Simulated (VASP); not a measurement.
# GaAs in VASP: a series of runs

The runs below take GaAs through single point, with PBE.

Program: VASP 6.6.1. These are calculated values, not measurements. Logs are shortened: lines on timing, memory, paths and dates and some standing lists are left out, and cuts for length are marked.

## (1) The cell of the first run

The structure is cubic, space group F-43m (No. 216). The conventional cell has a = 5.795 Å, b = 5.795 Å, c = 5.795 Å, α = 90.00°, β = 90.00°, γ = 90.00°. Within 3.3 Å of Ga (site symmetry -43m) lie 4 As at 2.51 Å. Within 3.3 Å of As (site symmetry -43m) lie 4 Ga at 2.51 Å.

## (2) Single point, PBE (strain +0.025 along x and y, +0.025 along z)

INCAR

```
SYSTEM = GaAs
  ALGO = Normal
  EDIFF = 1E-6
  ENCUT = 520
  GGA = PE
  ISIF = 2
  ISMEAR = 0
  LASPH = .TRUE.
  LCHARG = .TRUE.
  LELF = .TRUE.
  LREAL = .FALSE.
  LVHAR = .TRUE.
  LWAVE = .FALSE.
  NBANDS = 16
  NELM = 80
  PREC = Accurate
  SIGMA = 0.05
```

KPOINTS

```
k-points
0
G
  10 10 10
  0 0 0
```

POSCAR

```
GaAs
1.0
    0.0000000000      2.8975212500      2.8975212500
    2.8975212500      0.0000000000      2.8975212500
    2.8975212500      2.8975212500      0.0000000000
Ga As
1 1
Direct
    0.0000000000      0.0000000000      0.0000000000
    0.7500000000      0.7500000000      0.7500000000
```

Potentials or basis: VASP PAW PBE potentials, release 64 (Ga_d, As).

Run with:

```console
$ cat potpaw_PBE.64/Ga_d/POTCAR potpaw_PBE.64/As/POTCAR > POTCAR
$ mpirun -np 1 vasp_std > vasp.out
```

OUTCAR:

```text
SYSTEM = GaAs
   EDIFF = 1E-6
   ENCUT = 520
   GGA = PE
   ISIF = 2
   ISMEAR = 0
   LASPH = .TRUE.
   LREAL = .FALSE.
   NELM = 80
   PREC = Accurate

 ion  position               nearest neighbor table
   1  0.000  0.000  0.000-   2 2.51   2 2.51   2 2.51   2 2.51
   2  0.750  0.750  0.750-   1 2.51   1 2.51   1 2.51   1 2.51

  LATTYP: Found a face centered cubic cell.
 ALAT       =     5.7950425000

  Lattice vectors:

 A1 = (   0.0000000000,   2.8975212500,   2.8975212500)
 A2 = (   2.8975212500,   0.0000000000,   2.8975212500)
 A3 = (   2.8975212500,   2.8975212500,   0.0000000000)

Analysis of symmetry for initial positions (statically):
=====================================================================
 Subroutine PRICEL returns:
 Original cell was already a primitive cell.

 Routine SETGRP: Setting up the symmetry group for a
 face centered cubic supercell.

 Subroutine GETGRP returns: Found 24 space group operations
 (whereof 24 operations were pure point group operations)
 out of a pool of 48 trial point group operations.

The static configuration has the point symmetry T_d .

Analysis of symmetry for dynamics (positions and initial velocities):
=====================================================================
 Subroutine PRICEL returns:
 Original cell was already a primitive cell.

 Routine SETGRP: Setting up the symmetry group for a
 face centered cubic supercell.

 Subroutine GETGRP returns: Found 24 space group operations
 (whereof 24 operations were pure point group operations)
 out of a pool of 48 trial point group operations.

The dynamic configuration has the point symmetry T_d .

 Subroutine INISYM returns: Found 24 space group operations
 (whereof 24 operations are pure point group operations),
 and found     1 'primitive' translations

----------------------------------------------------------------------------------------

                                     Primitive cell

  volume of cell :      48.6530

  direct lattice vectors                    reciprocal lattice vectors
     0.000000000  2.897521250  2.897521250    -0.172561288  0.172561288  0.172561288
     2.897521250  0.000000000  2.897521250     0.172561288 -0.172561288  0.172561288
     2.897521250  2.897521250  0.000000000     0.172561288  0.172561288 -0.172561288

  length of vectors
     4.097713849  4.097713849  4.097713849     0.298884919  0.298884919  0.298884919

  position of ions in fractional coordinates (direct lattice)
     0.000000000  0.000000000  0.000000000
     0.750000000  0.750000000  0.750000000

  ion indices of the primitive-cell ions
   primitive index   ion index
                 1           1
                 2           2

----------------------------------------------------------------------------------------

 KPOINTS: k-points

Automatic generation of k-mesh.
 Grid dimensions read from file:
 generate k-points for:   10   10   10

 Generating k-lattice:

  Cartesian coordinates                     Fractional coordinates (reciprocal lattice)
    -0.017256129  0.017256129  0.017256129     0.100000000  0.000000000  0.000000000
     0.017256129 -0.017256129  0.017256129     0.000000000  0.100000000  0.000000000
     0.017256129  0.017256129 -0.017256129     0.000000000  0.000000000  0.100000000

  Length of vectors
     0.029888492  0.029888492  0.029888492

  Shift w.r.t. Gamma in fractional coordinates (k-lattice)
     0.000000000  0.000000000  0.000000000

 Subroutine IBZKPT returns following result:
 ===========================================

 Found     47 irreducible k-points:

 Following reciprocal coordinates:
            Coordinates               Weight
  0.000000  0.000000  0.000000      1.000000
  0.100000  0.000000  0.000000      8.000000
  0.200000  0.000000  0.000000      8.000000
  0.300000  0.000000  0.000000      8.000000
  0.400000  0.000000  0.000000      8.000000
  0.500000  0.000000  0.000000      4.000000
[... 16 lines left out ...]
  0.300000  0.300000  0.000000      6.000000
  0.400000  0.300000  0.000000     24.000000
 [... further k-points ...]
   k-points           NKPTS =     47   k-points in BZ     NKDIM =     47   number of bands    NBANDS=     16
   number of dos      NEDOS =    301   number of ions     NIONS =      2
   total plane-waves  NPLWV =  27000
   dimension x,y,z NGX =    30 NGY =   30 NGZ =   30
   dimension x,y,z NGXF=    60 NGYF=   60 NGZF=   60
   ions per type =               1   1
   NGX,Y,Z   is equivalent  to a cutoff of  12.17, 12.17, 12.17 a.u.
   NGXF,Y,Z  is equivalent  to a cutoff of  24.34, 24.34, 24.34 a.u.
 SYSTEM =  GaAs
   PREC   = accura    normal or accurate (medium, high low for compatibility)
   ISTART =      0    job   : 0-new  1-cont  2-samecut
   ICHARG =      2    charge: 1-file 2-atom 10-const
   ISPIN  =      1    spin polarized calculation?
   LNONCOLLINEAR =      F non collinear calculations
   LSORBIT =      F    spin-orbit coupling
   LASPH  =      T    aspherical Exc in radial PAW
   ENCUT  =  520.0 eV  38.22 Ry    6.18 a.u.   7.62  7.62  7.62*2*pi/ulx,y,z
   NELM   =     80;   NELMIN=  2; NELMDL= -5     # of ELM steps
   EDIFF  = 0.1E-05   stopping-criterion for ELM
   LREAL  =      F    real-space projection
   EDIFFG = 0.1E-04   stopping-criterion for IOM
   NSW    =      0    number of steps for IOM
   IBRION =     -1    ionic relax: 0-MD 1-quasi-New 2-CG
   NFREE  =      0    steps in history (QN), initial steepest desc. (CG)
   ISIF   =      2    stress and relaxation
   ISYM   =      2    0-nonsym 1-usesym 2-fastsym
   POTIM  = 0.5000    time-step for ionic-motion
   TEBEG  =    0.0;   TEEND  =   0.0 temperature during run
   PSTRESS=    0.0 pullay stress
   NELECT =      18.0000    total number of electrons
   NUPDOWN=      -1.0000    fix difference up-down
   EMIN   =  10.00;   EMAX   =-10.00  energy-range for DOS
   EFERMI =   0.00;   METHOD = LEGACY
   ISMEAR =     0;   SIGMA  =   0.05  broadening in eV -4-tet -1-fermi 0-gaus
   EFERMI_NEDOS =   21; number of points for ismear=-14 and -15
   IALGO  =     38    algorithm
   IMIX   =      4    mixing-type and parameters
     AMIX     =   0.40;   BMIX     =  1.00
     AMIX_MAG =   1.60;   BMIX_MAG =  1.00
  volume/ion in A,a.u.               =      24.33       164.16
  Fermi-wavevector in a.u.,A,eV,Ry     =   1.175247  2.220894 18.792432  1.381205
  Thomas-Fermi vector in A             =   2.311630
   LORBIT       =      0    0 simple, 1 ext, 2 COOP (PROOUT), +10 PAW based schemes
   GGA     = PE    functional components
   LHFCALC =     F    Hartree Fock is set to
   AEXX    =    0.0000 exact exchange contribution
   IVDW    =     0    specifies the selected vdW correction
   LEPSILON=     F    determine dielectric tensor
   LRPA    =     F    only Hartree local field effects (RPA)
 non-spin polarized calculation
 Gauss-broadening in eV      SIGMA  =   0.05
  energy-cutoff  :      520.00
  volume of cell :       48.65
 maximum number of plane-waves:      1363
   NGX = 15   NGY = 15   NGZ = 15

 number of electron      18.0000006 magnetization

 Free energy of the ion-electron system (eV)
  ---------------------------------------------------
  ext. energy  EPLUGINS =         0.00000000
  ---------------------------------------------------
  free energy    TOTEN  =        -8.27071740 eV

  energy without entropy =       -8.27063018  energy(sigma->0) =       -8.27067379

 E-fermi :   3.2819     XC(G=0):  -9.2591

 val. band max:        3.2626404444   @ k =   0.0000   0.0000   0.0000
 cond. band min:       4.0646495348   @ k =   0.5000   0.0000   0.0000
 fundamental gap:      0.8020090904
 Fermi energy:         3.2819027927

 k-point     1 :       0.0000    0.0000    0.0000
  band No.  band energies     occupation
      1     -11.4255      2.00000
      2     -11.4254      2.00000
      3     -11.4254      2.00000
      4     -11.3628      2.00000
      5     -11.3628      2.00000
      6      -8.9563      2.00000
[... 8 lines left out ...]
     15      13.2027      0.00000
     16      13.2027      0.00000

 k-point     2 :       0.1000    0.0000    0.0000
  band No.  band energies     occupation
      1     -11.4316      2.00000
      2     -11.4237      2.00000
      3     -11.4236      2.00000
      4     -11.3629      2.00000
      5     -11.3629      2.00000
      6      -8.8512      2.00000
[... 8 lines left out ...]
     15      12.5913      0.00000
     16      12.5913      0.00000

 k-point     3 :       0.2000    0.0000    0.0000
  band No.  band energies     occupation
      1     -11.4470      2.00000
      2     -11.4192      2.00000
      3     -11.4192      2.00000
      4     -11.3628      2.00000
      5     -11.3628      2.00000
      6      -8.5497      2.00000
[... 8 lines left out ...]
     15      12.1263      0.00000
     16      12.1263      0.00000

 k-point     4 :       0.3000    0.0000    0.0000
  band No.  band energies     occupation
      1     -11.4648      2.00000
      2     -11.4145      2.00000
      3     -11.4145      2.00000
      4     -11.3619      2.00000
      5     -11.3619      2.00000
      6      -8.1018      2.00000
[... 8 lines left out ...]
     15      12.4530      0.00000
     16      12.4530      0.00000
[... 324 lines left out ...]
 k-point    22 :      -0.2000    0.2000    0.0000
  band No.  band energies     occupation
      1     -11.4704      2.00000
      2     -11.4119      2.00000
      3     -11.4104      2.00000
      4     -11.3649      2.00000
      5     -11.3611      2.00000
      6      -7.9462      2.00000
[... 8 lines left out ...]
     15      13.5227      0.00000
     16      14.1717      0.00000

 k-point    23 :       0.3000    0.3000    0.0000
  band No.  band energies     occupation
      1     -11.4850      2.00000
      2     -11.4011      2.00000
      3     -11.4011      2.00000
      4     -11.3742      2.00000
      5     -11.3562      2.00000
      6      -7.7992      2.00000
[... 8 lines left out ...]
     15      14.5843      0.00000
     16      15.2271      0.00000

 k-point    24 :       0.4000    0.3000    0.0000
  band No.  band energies     occupation
      1     -11.4946      2.00000
      2     -11.3976      2.00000
      3     -11.3965      2.00000
      4     -11.3756      2.00000
      5     -11.3553      2.00000
      6      -7.4154      2.00000
[... 8 lines left out ...]
     15      15.2240      0.00000
     16      15.5725      0.00000

 [... further k-points ...]
[... 5 lines left out ...]
  --------------------------------------------------------------------------------------
  -------------------------------------------------------------------------------------
  Total       -0.3969063     -0.3969063     -0.3969063      0.0000000      0.0000000      0.0000000
  in kB      -13.0703931    -13.0703931    -13.0703931      0.0000000      0.0000000      0.0000000
  external PRESSURE =     -13.0703931 kB  Pullay stress =       0.0000000 kB

 VOLUME and BASIS-vectors are now :
 -----------------------------------------------------------------------------
  energy-cutoff  :      520.00
  volume of cell :       48.65
      direct lattice vectors                 reciprocal lattice vectors
     0.000000000  2.897521250  2.897521250    -0.172561288  0.172561288  0.172561288
     2.897521250  0.000000000  2.897521250     0.172561288 -0.172561288  0.172561288
     2.897521250  2.897521250  0.000000000     0.172561288  0.172561288 -0.172561288

 POSITION                                       TOTAL-FORCE (eV/Angst)
 -----------------------------------------------------------------------------------
      0.00000      0.00000      0.00000         0.000000      0.000000     -0.000000
      4.34628      4.34628      4.34628        -0.000000     -0.000000      0.000000
 -----------------------------------------------------------------------------------
    total drift:                               -0.000002     -0.000002     -0.000002

  FREE ENERGIE OF THE ION-ELECTRON SYSTEM (eV)
  ---------------------------------------------------
  free  energy   TOTEN  =        -8.2707173950 eV

  energy  without entropy=       -8.2706301822  energy(sigma->0) =       -8.27067379
```

Run time: 52 s. Hardware: 1 thread of AMD EPYC 7R43 (Zen 3), shared host; peak memory 0.15 GiB.

Results:

```yaml
Free_energy: -8.2707 eV
Pressure: -1.3 GPa
Band_gap_on_the_k_mesh: zero (filled and empty bands touch)
```

Caveat: the cell differs from its parent crystal (strain +0.025 along x and y, +0.025 along z).

## (3) Single point, PBE (strain +0.050 along x and y, +0.050 along z)

INCAR

```
SYSTEM = GaAs
PREC = Accurate ; ENCUT = 520
EDIFF = 1E-6 ; ISMEAR = 0
SIGMA = 0.05 ; LREAL = .False.
LASPH = .True. ; NELM = 80
ALGO = Normal ; ISIF = 2
LWAVE = .False. ; LCHARG = .False.
GGA = PE ; NBANDS = 16
```

KPOINTS

```
regular mesh
0
Gamma
  10 10 10
  0 0 0
```

POSCAR

```
GaAs
1.0
    0.0000000000      2.9681925000      2.9681925000
    2.9681925000      0.0000000000      2.9681925000
    2.9681925000      2.9681925000      0.0000000000
Ga As
1 1
Direct
    0.0000000000      0.0000000000      0.0000000000
    0.7500000000      0.7500000000      0.7500000000
```

Potentials or basis: VASP PAW PBE potentials, release 64 (Ga_d, As).

Run with:

```console
$ cat potpaw_PBE.64/Ga_d/POTCAR potpaw_PBE.64/As/POTCAR > POTCAR
$ mpirun -np 1 vasp_std > vasp.out
```

Run time: 48 s. Hardware: 1 thread of AMD EPYC 7R43 (Zen 3), shared host; peak memory 0.17 GiB.

Results (log left out):

```
Free energy            : -8.2012 eV
Pressure               : -4.6 GPa
Band gap on the k mesh : zero (filled and empty bands touch)
```

Levels at points of the mesh, in eV from the Fermi level:
```tsv
k point	band 7	band 8	band 9	band 10	band 11	band 12
(0.00, 0.00, 0.00)	-0.53	-0.02	-0.02	-0.02	3.66	3.66
(0.50, 0.00, 0.00)	-5.94	-0.95	-0.95	0.61	4.54	4.54
(0.50, 0.50, 0.00)	-6.21	-2.22	-2.22	1.67	1.69	9.03
```

Caveat: the cell differs from its parent crystal (strain +0.050 along x and y, +0.050 along z).

## (4) Single point, PBE (strain -0.050 along x and y, -0.025 along z)

INCAR

```
PREC = Accurate
ENCUT = 520
EDIFF = 1E-6
ISMEAR = 0
SIGMA = 0.05
LREAL = False
LASPH = True
NELM = 60
ALGO = Normal
ISIF = 2
LWAVE = False
LCHARG = True
GGA = PE
LELF = True
LVHAR = True
NBANDS = 16
```

KPOINTS

```
regular mesh
0
Gamma
  10 10 10
```

POSCAR

```
GaAs
1.0
    0.0000000000      2.6855075000      2.7561787500
    2.6855075000      0.0000000000      2.7561787500
    2.6855075000      2.6855075000      0.0000000000
Ga As
1 1
Direct
    0.0000000000      0.0000000000      0.0000000000
    0.7500000000      0.7500000000      0.7500000000
```

Potentials or basis: VASP PAW PBE potentials, release 64 (Ga_d, As).

Run with:

```console
$ cat potpaw_PBE.64/Ga_d/POTCAR potpaw_PBE.64/As/POTCAR > POTCAR
$ mpirun -np 1 vasp_std > vasp.out
```

OUTCAR:

```text
PREC = Accurate
   ENCUT = 520
   EDIFF = 1E-6
   ISMEAR = 0
   LREAL = False
   LASPH = True
   NELM = 60
   ISIF = 2
   GGA = PE

 ion  position               nearest neighbor table
   1  0.000  0.000  0.000-   2 2.35   2 2.35   2 2.35   2 2.35
   2  0.750  0.750  0.750-   1 2.35   1 2.35   1 2.35   1 2.35

  LATTYP: Found a body centered tetragonal cell.
 ALAT       =     3.7978811284
 C/A-ratio  =     1.4514297088

  Lattice vectors:

 A1 = (  -2.6855075000,   0.0000000000,   2.7561787500)
 A2 = (   2.6855075000,   0.0000000000,   2.7561787500)
[... 626 lines left out ...]
      4      -9.7849      2.00000
      5      -9.7470      2.00000
      6      -6.4549      2.00000
[... 8 lines left out ...]
     15      18.1103      0.00000
     16      18.8832      0.00000

 [... further k-points ...]
[... 5 lines left out ...]
  --------------------------------------------------------------------------------------
  -------------------------------------------------------------------------------------
  Total        4.2066913      4.2066913      3.8140005      0.0000000      0.0000000      0.0000000
  in kB      169.5356788    169.5356788    153.7096788      0.0000000      0.0000000      0.0000000
  external PRESSURE =     164.2603454 kB  Pullay stress =       0.0000000 kB

 VOLUME and BASIS-vectors are now :
 -----------------------------------------------------------------------------
  energy-cutoff  :      520.00
  volume of cell :       39.75
      direct lattice vectors                 reciprocal lattice vectors
     0.000000000  2.685507500  2.756178750    -0.186184548  0.186184548  0.181410585
     2.685507500  0.000000000  2.756178750     0.186184548 -0.186184548  0.181410585
     2.685507500  2.685507500  0.000000000     0.186184548  0.186184548 -0.181410585

 POSITION                                       TOTAL-FORCE (eV/Angst)
 -----------------------------------------------------------------------------------
      0.00000      0.00000      0.00000         0.000000      0.000000     -0.000000
      4.02826      4.02826      4.13427        -0.000000     -0.000000      0.000000
 -----------------------------------------------------------------------------------
    total drift:                               -0.000002     -0.000002      0.000009

  FREE ENERGIE OF THE ION-ELECTRON SYSTEM (eV)
  ---------------------------------------------------
  free  energy   TOTEN  =        -7.9339916185 eV

  energy  without entropy=       -7.9339916185  energy(sigma->0) =       -7.93399162
```

OSZICAR:

```text
N       E                     dE             d eps       ncg     rms          rms(c)
DAV:   1     0.841102060088E+02    0.84110E+02   -0.90505E+03  3392   0.165E+03
DAV:   2    -0.173786283163E+01   -0.85848E+02   -0.81546E+02  3696   0.316E+02
DAV:   3    -0.803295590393E+01   -0.62951E+01   -0.62746E+01  3968   0.659E+01
DAV:   4    -0.812257547188E+01   -0.89620E-01   -0.89607E-01  4064   0.862E+00
DAV:   5    -0.812377294927E+01   -0.11975E-02   -0.11975E-02  4104   0.911E-01    0.334E+00
DAV:   6    -0.796159141055E+01    0.16218E+00   -0.21482E-01  5032   0.910E+00    0.206E+00
DAV:   7    -0.793281775229E+01    0.28774E-01   -0.82619E-02  4216   0.229E+00    0.579E-01
DAV:   8    -0.793352205342E+01   -0.70430E-03   -0.11555E-02  4056   0.125E+00    0.169E-01
DAV:   9    -0.793389499437E+01   -0.37294E-03   -0.97976E-04  3952   0.314E-01    0.435E-02
DAV:  10    -0.793395076321E+01   -0.55769E-04   -0.83590E-05  4416   0.128E-01    0.233E-02
DAV:  11    -0.793399139788E+01   -0.40635E-04   -0.56032E-05  3696   0.616E-02    0.275E-03
DAV:  12    -0.793399161851E+01   -0.22063E-06   -0.13283E-06  3504   0.200E-02
   1 F= -.79339916E+01 E0= -.79339916E+01  d E =-.245194E-11
```

It took 90 s on 1 thread of AMD EPYC 7R43 (Zen 3), shared host; peak memory 0.17 GiB.

What came out:

```yaml
Free_energy: -7.9340 eV
Pressure: 16.4 GPa
Band_gap_on_the_k_mesh: 1.07 eV, indirect (least direct gap 1.46 eV)
```

Stress tensor (GPa, compression positive):
```
16.95  0.00  0.00
 0.00 16.95  0.00
 0.00  0.00 15.37
```

Caveat: the cell differs from its parent crystal (strain -0.050 along x and y, -0.025 along z). A k mesh can miss the band edges.

## (5) Single point, PBE (strain -0.050 along x and y, +0.000 along z)

INCAR

```
SYSTEM = GaAs
ALGO = Normal ; EDIFF = 1E-6
ENCUT = 520 ; GGA = PE
ISIF = 2 ; ISMEAR = 0
LASPH = .True. ; LCHARG = .False.
LREAL = .False. ; LWAVE = .False.
NBANDS = 16 ; NELM = 80
PREC = Accurate ; SIGMA = 0.05
```

KPOINTS

```
k-points
0
Gamma
  10 10 10
  0 0 0
```

POSCAR

```
GaAs
1.0
    0.0000000000      2.6855075000      2.8268500000
    2.6855075000      0.0000000000      2.8268500000
    2.6855075000      2.6855075000      0.0000000000
Ga As
1 1
Direct
    0.0000000000      0.0000000000      0.0000000000
    0.7500000000      0.7500000000      0.7500000000
```

Run with:

```console
$ cat potpaw_PBE.64/Ga_d/POTCAR potpaw_PBE.64/As/POTCAR > POTCAR
$ mpirun -np 1 vasp_std > vasp.out
```

Wall time 77 s (1 thread of AMD EPYC 7R43 (Zen 3), shared host); peak memory 0.18 GiB.

The run converged. Its results:

```
Free energy            : -8.0178 eV
Pressure               : 13.2 GPa
Band gap on the k mesh : 0.99 eV, indirect (least direct gap 1.18 eV)
```

Stress tensor (GPa, compression positive):
```
14.36  0.00  0.00
 0.00 14.36  0.00
 0.00  0.00 11.01
```

Levels at points of the mesh, in eV from the valence-band top:
```csv
k point,band 7,band 8,band 9,band 10,band 11,band 12
"(0.00, 0.00, 0.00)",-0.35,0.00,0.00,1.18,3.60,3.60
"(0.50, 0.00, 0.00)",-7.36,-1.66,-1.18,1.12,4.41,4.75
"(0.50, 0.50, 0.00)",-7.67,-2.91,-2.91,1.39,1.81,10.88
"(0.50, 0.00, 0.50)",-7.32,-3.31,-3.27,1.02,1.29,10.55
```

Caveat: the cell differs from its parent crystal (strain -0.050 along x and y, +0.000 along z).

[end of part 1 of 2]
